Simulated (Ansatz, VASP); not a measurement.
**One calculation of CdTe, two programs**

The input INCAR:

```
SYSTEM = CdTe
ALGO = Normal
EDIFF = 1E-6
ENCUT = 520
GGA = CA
ISIF = 2
ISMEAR = -1
LASPH = .TRUE.
LCHARG = .FALSE.
LREAL = .FALSE.
LWAVE = .FALSE.
NBANDS = 16
NELM = 60
PREC = Accurate
SIGMA = 0.05
```

File KPOINTS:

```
k-points
0
G
  12 12 12
  0 0 0
```

Contents of POSCAR:

```
CdTe
1.0
    0.0000000000      2.9740504581      2.9740504581
    2.9740504581      0.0000000000      2.9740504581
    2.9740504581      2.9740504581      0.0000000000
Cd Te
1 1
Direct
    0.0000000000      0.0000000000      0.0000000000
    0.2500000000      0.2500000000      0.2500000000
```

Input for Ansatz:

```yaml
crystal:
  lattice:
    - [0.0, 2.9740504581, 2.9740504581]
    - [2.9740504581, 0.0, 2.9740504581]
    - [2.9740504581, 2.9740504581, 0.0]
  atoms:
    - { symbol: Cd, position: [0.0, 0.0, 0.0] }
    - { symbol: Te, position: [0.25, 0.25, 0.25] }
kpoints:
  mp_grid: { grid: [12, 12, 12] }
scf:
  occupations: { method: fermi_dirac, width: 0.05 }
hamiltonian:
  xc: lda
  pseudopotentials: { kind: all_electron, lapw: { basis_error: 0.001 } }
output:
  forces: true
  stress: true
  eigenvalues: true
  populations: true
```

Change from the starting cell: volume scaled by 0.8, LAPW.

Alike in both runs: task single point; functional LDA; k mesh 12 × 12 × 12; occupations fermi-dirac, width 0.05 eV; no spin polarisation.

```csv
,VASP,Ansatz
version,VASP 6.6.1,Ansatz 0.2.0
potentials or method,"VASP PAW LDA potentials, release 64 (Cd, Te), cutoff 520 eV","all-electron LAPW, scalar-relativistic"
```

|  | VASP | Ansatz | Ansatz less VASP |
| --- | --- | --- | --- |
| pressure (GPa) | 18.3 | 17.7 | -0.62 |

LDA's correlation is that of Perdew and Zunger in VASP and of Perdew and Wang (1992) in Ansatz. Ansatz ran all-electron here, and VASP with PAW potentials.

Neither program's run includes spin-orbit coupling.
